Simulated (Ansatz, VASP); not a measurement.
## RbGeN: VASP beside Ansatz

```xyz
3
Lattice="-1.9121 3.1580 3.5734 1.9121 -3.1580 3.5734 1.9121 3.1580 -3.5734" Properties=species:S:1:pos:R:3 pbc="T T T"
Rb    0.0000    0.0000    0.0000
Ge    0.0000    0.0000    3.5734
N     0.0000    3.1580    0.0000
```

Alike in both runs: task single point; functional PBE; k mesh 14 × 14 × 14; occupations gaussian, width 0.1 eV; no spin polarisation.

|  | VASP | Ansatz |
| --- | --- | --- |
| version | VASP 6.6.1 | Ansatz 0.2.0 |
| potentials or method | VASP PAW PBE potentials, release 64 (Rb_sv, Ge_d, N), cutoff 520 eV | scalar-relativistic, plane waves, PAW |
| valence electrons in the cell | 28 | 28 |

|  | VASP | Ansatz | Ansatz less VASP |
| --- | --- | --- | --- |
| gap on the k mesh at the Fermi level (eV) | none | none | - |
| pressure (GPa) | 0.0 | 0.0 | +0.03 |

A gap of «none» marks a metal or a gap that the smearing closes.
